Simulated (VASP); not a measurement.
# KCl (Pm-3m) in VASP: a series of runs

The runs below take KCl through single point, with PBE-based screened hybrid with 20 % exact exchange, PBE-based screened hybrid with 25 % exact exchange, LDA, HSE06.

Program: VASP 6.6.1. These are calculated values, not measurements. Logs are shortened: lines on timing, memory, paths and dates and some standing lists are left out, and cuts for length are marked.

## (1) The cell of the first run

Symmetry: Pm-3m, No. 221, cubic system. The conventional cell has a = 3.839 Å, b = 3.839 Å, c = 3.839 Å, α = 90.00°, β = 90.00°, γ = 90.00°. Within 4.4 Å of K (site symmetry m-3m) lie 8 Cl at 3.32 Å and 6 K at 3.84 Å. Within 4.4 Å of Cl (site symmetry m-3m) lie 8 K at 3.32 Å and 6 Cl at 3.84 Å.

## (2) Single point, PBE-based screened hybrid with 20 % exact exchange

POSCAR reads:

```
KCl
1.0
    3.8391960000      0.0000000000      0.0000000000
    0.0000000000      3.8391960000      0.0000000000
    0.0000000000      0.0000000000      3.8391960000
K Cl
1 1
Direct
    0.0000000000      0.0000000000      0.0000000000
    0.5000000000      0.5000000000      0.5000000000
```

INCAR.step1 reads:

```
ALGO = Normal
EDIFF = 1E-5
ENCUT = 520
GGA = PE
ISIF = 2
ISMEAR = -1
LASPH = True
LCHARG = False
LREAL = False
LWAVE = True
NBANDS = 15
NELM = 100
PREC = Accurate
SIGMA = 0.05
```

INCAR.step2 reads:

```
AEXX = 0.2
ALGO = Normal
EDIFF = 1E-6
ENCUT = 520
GGA = PE
HFSCREEN = 0.2
ISIF = 2
ISMEAR = -1
ISTART = 1
LASPH = True
LCHARG = False
LHFCALC = True
LREAL = False
LWAVE = False
NBANDS = 15
NELM = 100
PREC = Accurate
PRECFOCK = Normal
SIGMA = 0.05
```

KPOINTS reads:

```
k-points
0
Gamma
  4 4 4
```

Potentials or basis: VASP PAW PBE potentials, release 64 (K_sv, Cl).

Run with:

```console
$ cat potpaw_PBE.64/K_sv/POTCAR potpaw_PBE.64/Cl/POTCAR > POTCAR
$ cp INCAR.step1 INCAR
$ mpirun -np 1 vasp_std > vasp.out
$ cp INCAR.step2 INCAR
$ mpirun -np 1 vasp_std > vasp.out
```

OUTCAR:

```text
AEXX = 0.2
   EDIFF = 1E-6
   ENCUT = 520
   GGA = PE
   HFSCREEN = 0.2
   ISIF = 2
   ISMEAR = -1
   ISTART = 1
   LASPH = True
   LHFCALC = True
   LREAL = False
   NELM = 100
   PREC = Accurate
   PRECFOCK = Normal

 ion  position               nearest neighbor table
   1  0.000  0.000  0.000-
   2  0.500  0.500  0.500-

  LATTYP: Found a simple cubic cell.
 ALAT       =     3.8391960000

  Lattice vectors:

 A1 = (   3.8391960000,   0.0000000000,   0.0000000000)
 A2 = (   0.0000000000,   3.8391960000,   0.0000000000)
 A3 = (   0.0000000000,   0.0000000000,   3.8391960000)

Analysis of symmetry for initial positions (statically):
=====================================================================
 Subroutine PRICEL returns:
 Original cell was already a primitive cell.

 Routine SETGRP: Setting up the symmetry group for a
 simple cubic supercell.

 Subroutine GETGRP returns: Found 48 space group operations
 (whereof 48 operations were pure point group operations)
 out of a pool of 48 trial point group operations.

The static configuration has the point symmetry O_h .

Analysis of symmetry for dynamics (positions and initial velocities):
=====================================================================
 Subroutine PRICEL returns:
 Original cell was already a primitive cell.

 Routine SETGRP: Setting up the symmetry group for a
 simple cubic supercell.

 Subroutine GETGRP returns: Found 48 space group operations
 (whereof 48 operations were pure point group operations)
 out of a pool of 48 trial point group operations.

The dynamic configuration has the point symmetry O_h .

 Subroutine INISYM returns: Found 48 space group operations
 (whereof 48 operations are pure point group operations),
 and found     1 'primitive' translations

----------------------------------------------------------------------------------------

                                     Primitive cell

  volume of cell :      56.5875

  direct lattice vectors                    reciprocal lattice vectors
     3.839196000  0.000000000  0.000000000     0.260471203  0.000000000  0.000000000
     0.000000000  3.839196000  0.000000000     0.000000000  0.260471203  0.000000000
     0.000000000  0.000000000  3.839196000     0.000000000  0.000000000  0.260471203

  length of vectors
     3.839196000  3.839196000  3.839196000     0.260471203  0.260471203  0.260471203

  position of ions in fractional coordinates (direct lattice)
     0.000000000  0.000000000  0.000000000
     0.500000000  0.500000000  0.500000000

  ion indices of the primitive-cell ions
   primitive index   ion index
                 1           1
                 2           2

----------------------------------------------------------------------------------------

 KPOINTS: k-points

Automatic generation of k-mesh.
 Grid dimensions read from file:
 generate k-points for:    4    4    4

 Generating k-lattice:

  Cartesian coordinates                     Fractional coordinates (reciprocal lattice)
     0.065117801  0.000000000  0.000000000     0.250000000  0.000000000  0.000000000
     0.000000000  0.065117801  0.000000000     0.000000000  0.250000000  0.000000000
     0.000000000  0.000000000  0.065117801     0.000000000  0.000000000  0.250000000

  Length of vectors
     0.065117801  0.065117801  0.065117801

  Shift w.r.t. Gamma in fractional coordinates (k-lattice)
     0.000000000  0.000000000  0.000000000

 Subroutine IBZKPT returns following result:
 ===========================================

 Found     10 irreducible k-points:

 Following reciprocal coordinates:
            Coordinates               Weight
  0.000000  0.000000  0.000000      1.000000
  0.250000  0.000000  0.000000      6.000000
  0.500000  0.000000  0.000000      3.000000
  0.250000  0.250000  0.000000     12.000000
  0.500000  0.250000  0.000000     12.000000
  0.500000  0.500000  0.000000      3.000000
  0.250000  0.250000  0.250000      8.000000
  0.500000  0.250000  0.250000     12.000000
  0.500000  0.500000  0.250000      6.000000
  0.500000  0.500000  0.500000      1.000000
   k-points           NKPTS =     10   k-points in BZ     NKDIM =     64   number of bands    NBANDS=     15
   number of dos      NEDOS =    301   number of ions     NIONS =      2
   total plane-waves  NPLWV =  27000
   dimension x,y,z NGX =    30 NGY =   30 NGZ =   30
   dimension x,y,z NGXF=    60 NGYF=   60 NGZF=   60
   ions per type =               1   1
   NGX,Y,Z   is equivalent  to a cutoff of  12.99, 12.99, 12.99 a.u.
   NGXF,Y,Z  is equivalent  to a cutoff of  25.98, 25.98, 25.98 a.u.
 SYSTEM =  unknown system
   PREC   = accura    normal or accurate (medium, high low for compatibility)
   ISTART =      1    job   : 0-new  1-cont  2-samecut
   ICHARG =      0    charge: 1-file 2-atom 10-const
   ISPIN  =      1    spin polarized calculation?
   LNONCOLLINEAR =      F non collinear calculations
   LSORBIT =      F    spin-orbit coupling
   LASPH  =      T    aspherical Exc in radial PAW
   ENCUT  =  520.0 eV  38.22 Ry    6.18 a.u.   7.14  7.14  7.14*2*pi/ulx,y,z
   NELM   =    100;   NELMIN=  2; NELMDL=  0     # of ELM steps
   EDIFF  = 0.1E-05   stopping-criterion for ELM
   LREAL  =      F    real-space projection
   EDIFFG = 0.1E-04   stopping-criterion for IOM
   NSW    =      0    number of steps for IOM
   IBRION =     -1    ionic relax: 0-MD 1-quasi-New 2-CG
   NFREE  =      0    steps in history (QN), initial steepest desc. (CG)
   ISIF   =      2    stress and relaxation
   ISYM   =      3    0-nonsym 1-usesym 2-fastsym
   POTIM  = 0.5000    time-step for ionic-motion
   TEBEG  =    0.0;   TEEND  =   0.0 temperature during run
   PSTRESS=    0.0 pullay stress
   NELECT =      16.0000    total number of electrons
   NUPDOWN=      -1.0000    fix difference up-down
   EMIN   =  10.00;   EMAX   =-10.00  energy-range for DOS
   EFERMI =   0.00;   METHOD = LEGACY
   ISMEAR =    -1;   SIGMA  =   0.05  broadening in eV -4-tet -1-fermi 0-gaus
   EFERMI_NEDOS =   21; number of points for ismear=-14 and -15
   IALGO  =     38    algorithm
   IMIX   =      1    mixing-type and parameters
     AMIX     =   0.40;   BMIX     =  1.00
     AMIX_MAG =   1.60;   BMIX_MAG =  1.00
  volume/ion in A,a.u.               =      28.29       190.94
  Fermi-wavevector in a.u.,A,eV,Ry     =   1.074504  2.030517 15.708715  1.154558
  Thomas-Fermi vector in A             =   2.210334
   LORBIT       =      0    0 simple, 1 ext, 2 COOP (PROOUT), +10 PAW based schemes
   GGA     = PE    functional components
   LHFCALC =     T    Hartree Fock is set to
   PRECFOCK=normal    Normal, Fast or Accurate (Low or Medium for compatibility)
   ENCUT4O =  -1.0   cutoff for four orbital integrals eV
   NKREDX  =     1    reduce k-point grid by
   NKREDY  =     1    reduce k-point grid by
   NKREDZ  =     1    reduce k-point grid by
   AEXX    =    0.2000 exact exchange contribution
   HFSCREEN=    0.2000 screening length (either q_TF or 0.3 A-1)
   HFSCREENC=   0.2000 screening length for correlation (either q_TF or 0.3 A-1)
   ENCUTFOCK=  -1.0 apply spherical cutoff to Coloumb kernel
   IVDW    =     0    specifies the selected vdW correction
   LEPSILON=     F    determine dielectric tensor
   LRPA    =     F    only Hartree local field effects (RPA)
 non-spin polarized calculation
  energy-cutoff  :      520.00
  volume of cell :       56.59
 maximum number of plane-waves:      1568
 NGX is ok and might be reduce to    30
  NGX = 24; NGY = 24; NGZ = 24

 number of electron      16.0000007 magnetization

 Free energy of the ion-electron system (eV)
  ---------------------------------------------------
  ext. energy  EPLUGINS =         0.00000000
  ---------------------------------------------------
  free energy    TOTEN  =        -7.51254366 eV

  energy without entropy =       -7.51254366  energy(sigma->0) =       -7.51254366

 E-fermi :  -0.3936     XC(G=0):  -6.9885

 val. band max:       -1.6001050104   @ k =   0.5000   0.5000   0.0000
 cond. band min:       4.2658570134   @ k =   0.0000   0.0000   0.0000
 fundamental gap:      5.8659620238
 Fermi energy:        -0.3935545068

 k-point     1 :       0.0000    0.0000    0.0000
  band No.  band energies     occupation
      1     -31.3635      2.00000
      2     -15.1186      2.00000
      3     -13.6649      2.00000
      4     -13.6649      2.00000
      5     -13.6649      2.00000
      6      -1.8164      2.00000
      7      -1.8164      2.00000
      8      -1.8164      2.00000
      9       4.2659      0.00000
     10       6.1273      0.00000
     11       6.1273      0.00000
     12      10.5381      0.00000
     13      10.5381      0.00000
     14      10.5381      0.00000
     15      13.4762      0.00000

 k-point     2 :       0.2500    0.0000    0.0000
  band No.  band energies     occupation
      1     -31.3537      2.00000
      2     -15.1823      2.00000
      3     -13.6489      2.00000
      4     -13.6489      2.00000
      5     -13.6117      2.00000
      6      -2.7215      2.00000
      7      -1.8159      2.00000
      8      -1.8159      2.00000
      9       5.5034      0.00000
     10       6.6518      0.00000
     11       7.2269      0.00000
     12      10.3508      0.00000
     13      10.3508      0.00000
     14      10.8363      0.00000
     15      11.5264      0.00000
[... 113 lines left out ...]
      3     -13.8622      2.00000
      4     -13.8622      2.00000
      5     -13.7230      2.00000
      6      -2.9209      2.00000
      7      -2.9209      2.00000
      8      -2.3519      2.00000
      9       6.7422      0.00000
     10       8.3308      0.00000
     11       8.4315      0.00000
     12       8.4315      0.00000
     13      10.3382      0.00000
     14      10.3382      0.00000
     15      12.2410      0.00000

 k-point    10 :       0.5000    0.5000    0.5000
  band No.  band energies     occupation
      1     -31.3086      2.00000
      2     -14.6892      2.00000
      3     -13.8336      2.00000
      4     -13.8336      2.00000
      5     -13.8336      2.00000
      6      -2.9763      2.00000
      7      -2.9763      2.00000
      8      -2.9763      2.00000
      9       8.3164      0.00000
     10       8.3164      0.00000
     11       8.3164      0.00000
     12       9.7159      0.00000
     13       9.7159      0.00000
     14       9.7159      0.00000
     15      12.3027      0.00000

------------------------ aborting loop because EDIFF is reached ----------------------------------------

  FORCE on cell =-STRESS in cart. coord.  units (eV):
  Direction    XX          YY          ZZ          XY          YZ          ZX
  --------------------------------------------------------------------------------------
  -------------------------------------------------------------------------------------
  Total       -0.1242449     -0.1242449     -0.1242449      0.0000000      0.0000000     -0.0000000
  in kB       -3.5177766     -3.5177766     -3.5177766      0.0000000      0.0000000     -0.0000000
  external PRESSURE =      -3.5177766 kB  Pullay stress =       0.0000000 kB

 VOLUME and BASIS-vectors are now :
 -----------------------------------------------------------------------------
  energy-cutoff  :      520.00
  volume of cell :       56.59
      direct lattice vectors                 reciprocal lattice vectors
     3.839196000  0.000000000  0.000000000     0.260471203  0.000000000  0.000000000
     0.000000000  3.839196000  0.000000000     0.000000000  0.260471203  0.000000000
     0.000000000  0.000000000  3.839196000     0.000000000  0.000000000  0.260471203

 POSITION                                       TOTAL-FORCE (eV/Angst)
 -----------------------------------------------------------------------------------
      0.00000      0.00000      0.00000         0.000000      0.000000      0.000000
      1.91960      1.91960      1.91960         0.000000      0.000000      0.000000
 -----------------------------------------------------------------------------------
    total drift:                                0.000000      0.000000      0.000000

  FREE ENERGIE OF THE ION-ELECTRON SYSTEM (eV)
  ---------------------------------------------------
  free  energy   TOTEN  =        -7.5125436638 eV

  energy  without entropy=       -7.5125436638  energy(sigma->0) =       -7.51254366
```

It took 4.5 min on 1 thread of Intel Xeon Platinum 8259CL at 2.50GHz (Skylake/Cascade Lake), shared host; peak memory 0.28 GiB.

What came out:

| Property | Result |
| --- | --- |
| Free energy | -7.5125 eV |
| Pressure | -0.4 GPa |
| Band gap on the k mesh | 5.87 eV (least direct gap 6.08 eV) |

Caveat: the PAW data sets were made with another functional, which shifts forces and pressure a little.

## (3) Single point, PBE-based screened hybrid with 25 % exact exchange

POSCAR is that of step 2.

INCAR.step1 reads:

```
  PREC = Accurate
  ENCUT = 520
  EDIFF = 1E-5
  ISMEAR = -1
  SIGMA = 0.05
  LREAL = F
  LASPH = T
  NELM = 80
  ALGO = Normal
  ISIF = 2
  LWAVE = T
  LCHARG = F
  GGA = PE
  NBANDS = 15
```

INCAR.step2 reads:

```
  PREC = Accurate
  ENCUT = 520
  EDIFF = 1E-6
  ISMEAR = -1
  SIGMA = 0.05
  LREAL = F
  LASPH = T
  NELM = 80
  ALGO = Normal
  ISIF = 2
  LWAVE = F
  LCHARG = F
  GGA = PE
  LHFCALC = T
  AEXX = 0.25
  HFSCREEN = 0.2
  PRECFOCK = Normal
  ISTART = 1
  NBANDS = 15
```

KPOINTS reads:

```
regular mesh
0
Gamma
  4 4 4
```

Potentials or basis: VASP PAW PBE potentials, release 64 (K_sv, Cl).

Run with:

```console
$ cat potpaw_PBE.64/K_sv/POTCAR potpaw_PBE.64/Cl/POTCAR > POTCAR
$ cp INCAR.step1 INCAR
$ mpirun -np 1 vasp_std > vasp.out
$ cp INCAR.step2 INCAR
$ mpirun -np 1 vasp_std > vasp.out
```

Wall time 5.7 min (1 thread of Intel Xeon Platinum 8259CL at 2.50GHz (Skylake/Cascade Lake), shared host); peak memory 0.28 GiB.

It converged, with:

| Item | Value |
| --- | --- |
| Free energy | -7.7317 eV |
| Pressure | -0.4 GPa |
| Band gap on the k mesh | 6.14 eV (least direct gap 6.36 eV) |

Levels at points of the mesh, in eV from the valence-band top:
```
           k point  band 6  band 7  band 8  band 9  band 10  band 11
(0.00, 0.00, 0.00)   -0.22   -0.22   -0.22    6.14     8.02     8.02
(0.50, 0.00, 0.00)   -1.86   -0.22   -0.22    9.10     9.52     9.78
(0.50, 0.50, 0.00)   -1.29   -1.29    0.00    7.58     8.80    10.61
(0.50, 0.50, 0.50)   -1.39   -1.39   -1.39   10.20    10.20    10.20
```

Caveat: the PAW data sets were made with another functional, which shifts forces and pressure a little.

## (4) Single point, LDA

INCAR reads:

```
SYSTEM = KCl
ALGO = Normal
EDIFF = 1E-6
ENCUT = 500
GGA = CA
GGA_COMPAT = .FALSE.
ISIF = 2
ISMEAR = -1
LASPH = .TRUE.
LCHARG = .FALSE.
LREAL = .FALSE.
LWAVE = .FALSE.
NBANDS = 15
NELM = 120
PREC = Accurate
SIGMA = 0.05
```

KPOINTS reads:

```
k-points
0
G
  7 7 7
  0 0 0
```

POSCAR is that of step 3.

Potentials or basis: VASP PAW LDA potentials, release 64 (K_sv, Cl).

Run with:

```console
$ cat potpaw_LDA.64/K_sv/POTCAR potpaw_LDA.64/Cl/POTCAR > POTCAR
$ mpirun -np 1 vasp_std > vasp.out
```

Run time: 7.4 s. Hardware: 1 thread of AMD EPYC 9R45 (Zen 5), shared host; peak memory 0.11 GiB.

It converged, with:

* Free energy: -7.2553 eV
* Pressure: -3.1 GPa
* Band gap on the k mesh: 4.39 eV (least direct gap 4.58 eV)

Levels at points of the mesh, in eV from the valence-band top:
```
           k point  band 6  band 7  band 8  band 9  band 10  band 11
(0.00, 0.00, 0.00)   -0.19   -0.19   -0.19    4.39     6.26     6.26
```

Caveat: the cell stands under tension; an odd mesh through Γ misses points on the zone boundary, where band edges can lie.

## (5) Single point, HSE06

This run uses another cell than the first one, of 26.60 Å³/atom.

POSCAR reads:

```
KCl
1.0
    3.7608230702      0.0000000000      0.0000000000
    0.0000000000      3.7608230702      0.0000000000
    0.0000000000      0.0000000000      3.7608230702
K Cl
1 1
Direct
    0.0000000000      0.0000000000      0.0000000000
    0.5000000000      0.5000000000      0.5000000000
```

INCAR.step1 reads:

```
PREC     = Accurate       # precision mode
ENCUT    = 520            # plane-wave cutoff, eV
EDIFF    = 1E-5           # SCF threshold, eV
ISMEAR   = -1             # smearing method
SIGMA    = 0.05           # smearing width, eV
LREAL    = False          # projectors in reciprocal space
LASPH    = True           # aspherical terms in the spheres
NELM     = 60             # most SCF steps
ALGO     = Normal         # electronic algorithm
ISIF     = 2              # what is computed and relaxed
LWAVE    = True           # write WAVECAR
LCHARG   = False          # write CHGCAR
NBANDS   = 15             # bands
GGA      = PE             # functional
```

INCAR.step2 reads:

```
PREC     = Accurate       # precision mode
ENCUT    = 520            # plane-wave cutoff, eV
EDIFF    = 1E-6           # SCF threshold, eV
ISMEAR   = -1             # smearing method
SIGMA    = 0.05           # smearing width, eV
LREAL    = False          # projectors in reciprocal space
LASPH    = True           # aspherical terms in the spheres
NELM     = 60             # most SCF steps
ALGO     = Normal         # electronic algorithm
ISIF     = 2              # what is computed and relaxed
LWAVE    = False          # write WAVECAR
LCHARG   = False          # write CHGCAR
GGA      = PE             # functional
LHFCALC  = True           # exact exchange
HFSCREEN = 0.2079         # screening, 1/A
PRECFOCK = Normal       
NBANDS   = 15             # bands
ISTART   = 1
```

KPOINTS reads:

```
Automatic mesh
0
Gamma
  4 4 4
```

Potentials or basis: VASP PAW PBE potentials, release 64 (K_sv, Cl).

Run with:

```console
$ cat potpaw_PBE.64/K_sv/POTCAR potpaw_PBE.64/Cl/POTCAR > POTCAR
$ cp INCAR.step1 INCAR
$ mpirun -np 1 vasp_std > vasp.out
$ cp INCAR.step2 INCAR
$ mpirun -np 1 vasp_std > vasp.out
```

Wall time 6 min (1 thread of Intel Xeon Platinum 8259CL at 2.50GHz (Skylake/Cascade Lake), shared host); peak memory 0.26 GiB.

The run converged. Its results:

```
Free energy            : -7.7105 eV
Pressure               : 0.9 GPa
Band gap on the k mesh : 6.40 eV (least direct gap 6.64 eV)
```

Levels at points of the mesh, in eV from the valence-band top:
| k point | band 5 | band 6 | band 7 | band 8 | band 9 | band 10 | band 11 | band 12 |
| --- | --- | --- | --- | --- | --- | --- | --- | --- |
| (0.00, 0.00, 0.00) | -12.09 | -0.23 | -0.23 | -0.23 | 6.40 | 7.94 | 7.94 | 12.67 |
| (0.50, 0.00, 0.00) | -11.97 | -2.04 | -0.25 | -0.25 | 9.41 | 9.55 | 10.15 | 11.57 |
| (0.50, 0.50, 0.00) | -12.02 | -1.39 | -1.39 | 0.00 | 7.61 | 8.87 | 10.64 | 10.64 |
| (0.50, 0.50, 0.50) | -12.30 | -1.55 | -1.55 | -1.55 | 10.39 | 10.39 | 10.39 | 11.95 |

Caveat: the PAW data sets were made with another functional, which shifts forces and pressure a little.

(Continued in part 2 of 2.)
